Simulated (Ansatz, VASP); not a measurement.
# Rh in VASP and in Ansatz

```xyz
3
Lattice="4.4155 0.0000 0.0000 -2.2078 3.8240 0.0000 0.0000 0.0000 2.7106" Properties=species:S:1:pos:R:3 pbc="T T T"
Rh    4.4155    0.0000    0.0000
Rh    0.0000    2.5493    1.3553
Rh    2.2078    1.2747    1.3553
```

Alike in both runs: task single point; functional revPBE; k mesh 10 × 10 × 13; occupations fermi-dirac, width 0.1 eV; no spin polarisation.

```csv
,VASP,Ansatz
version,VASP 6.6.1,Ansatz 0.2.0
potentials or method,"VASP PAW PBE potentials, release 64 (Rh_pv), cutoff 520 eV","plane waves (420 eV) with PAW, scalar-relativistic"
valence electrons in the cell,45,51
```

VASP gave:

```
pressure (GPa)                                                : -7.9
traceless stress, the component that is largest in VASP (GPa) : -0.07
```

Question: Which values does Ansatz return?

Answer: Pressure (GPa): -8.0; traceless stress, the component that is largest in VASP (GPa): -0.02.

VASP's potentials were made for PBE, not for revPBE. With one functional, cell and mesh, what is left measures potentials, basis and numerics. VASP's potentials hold 45 valence electrons a cell and Ansatz's 51, so a difference there can come from the potentials and not from the codes.
